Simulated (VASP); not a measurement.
## PtS2: relaxation of the atoms with PBE

The system is PtS2.

```
CELL_PARAMETERS angstrom
3.57659 0.00000 0.00000
-1.78830 3.09742 0.00000
0.00000 0.00000 6.49664
ATOMIC_POSITIONS crystal
Pt 0.00000 0.00000 0.00000
S 0.33333 0.66667 0.18895
S 0.66667 0.33333 0.81105
```

- Program: VASP 6.6.1
- Task: relaxation of the atoms
- Functional: PBE
- Potentials or basis: VASP PAW PBE potentials, release 64 (Pt, S)
- Cutoff: 520 eV
- k mesh: 9 × 9 × 4
- Occupations: gaussian, width 0.05 eV
- Spin: no spin polarisation
- Dipole correction: no
- Further INCAR settings: ALGO = Normal; EDIFF = 1e-06; IBRION = 2; EDIFFG = -0.01; NSW = 50

* Energy gained by relaxing: 0.0 meV/atom
* Ionic steps: 3
* Pressure after relaxing: -0.2 GPa
* Band gap on the k mesh: 1.57 eV

Stress tensor (GPa, compression positive):
```
-0.24  0.00  0.00
 0.00 -0.24  0.00
 0.00  0.00 -0.07
```

The path:
```
step  energy change (eV)  largest force (eV/Å)  pressure (GPa)
   1              0.0000                0.0364           -0.35
   2             -0.0001                0.0145           -0.25
   3             -0.0001                0.0002           -0.18
```

Final structure:
```yaml
crystal:
  lattice:
    - [3.57659, 0.00000, 0.00000]
    - [-1.78830, 3.09742, 0.00000]
    - [0.00000, 0.00000, 6.49664]
  atoms:
    - { symbol: Pt, position: [0.00000, 0.00000, 0.00000] }
    - { symbol: S, position: [0.33333, 0.66667, 0.18850] }
    - { symbol: S, position: [0.66667, 0.33333, 0.81150] }
```

Levels at points of the mesh, in eV from the valence-band top:
```
           k point  band 9  band 10  band 11  band 12  band 13  band 14
(0.00, 0.00, 0.00)   -0.38    -0.37    -0.37     3.09     3.09     5.33
(0.00, 0.00, 0.50)   -0.74    -0.39    -0.39     3.12     3.12     5.91
```

Run time: 37 s on 1 thread of Intel(R) Xeon(R) Platinum 8488C (Sapphire Rapids), with other jobs on the host, peak memory 0.21 GiB.

Caveat: spin-orbit coupling is left out, which moves the levels of the heavy elements; an odd mesh through Γ misses points on the zone boundary, where band edges can lie; this functional lacks dispersion, which binds the layers, so the pressure and a relaxed spacing across them are unreliable. Expect the measured gap to be larger: semilocal functionals such as PBE lack the derivative discontinuity.
